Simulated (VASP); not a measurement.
# NbH2: relaxation of the atoms with r2SCAN

The system is NbH2.

```
CELL_PARAMETERS angstrom
0.00000 2.27434 2.27434
2.27434 0.00000 2.27434
2.27434 2.27434 0.00000
ATOMIC_POSITIONS crystal
Nb 0.00000 0.00000 0.00000
H 0.25000 0.25000 0.25000
H 0.75000 0.75000 0.75000
```

```
Program                : VASP 6.6.1
Task                   : relaxation of the atoms
Functional             : r2SCAN
Potentials or basis    : VASP PAW PBE potentials, release 64 (Nb_sv, H)
Cutoff                 : 520 eV
k mesh                 : 13 × 13 × 13
Occupations            : fermi-dirac, width 0.1 eV
Spin                   : no spin polarisation
Dipole correction      : no
Further INCAR settings : ALGO = Normal; EDIFF = 1e-06; IBRION = 2; EDIFFG = -0.01; NSW = 50
```

```
Pressure after relaxing : -0.3 GPa
```

Final structure:
```cif
data_structure
_symmetry_space_group_name_H-M 'P 1'
_symmetry_Int_Tables_number 1
_cell_length_a 3.2164
_cell_length_b 3.2164
_cell_length_c 3.2164
_cell_angle_alpha 60.000
_cell_angle_beta 60.000
_cell_angle_gamma 60.000
_cell_volume 23.53
loop_
_atom_site_label
_atom_site_type_symbol
_atom_site_fract_x
_atom_site_fract_y
_atom_site_fract_z
_atom_site_occupancy
Nb1 Nb 0.00000 0.00000 0.00000 1
H1 H 0.25000 0.25000 0.25000 1
H2 H 0.75000 0.75000 0.75000 1
```

Levels at points of the mesh, in eV from the Fermi level:
| k point | band 4 | band 5 | band 6 | band 7 | band 8 | band 9 | band 10 | band 11 |
| --- | --- | --- | --- | --- | --- | --- | --- | --- |
| (0.00, 0.00, 0.00) | -32.37 | -11.40 | -1.55 | -1.42 | -1.42 | -1.42 | 1.34 | 1.34 |

It took 2.2 min on 1 thread of Oxide Virtual Turin-like Processor, with other jobs on the host, peak memory 0.13 GiB.

Caveat: the relaxation stopped at its first step, so nothing moved; the PAW data sets were made with another functional, which shifts forces and pressure a little.
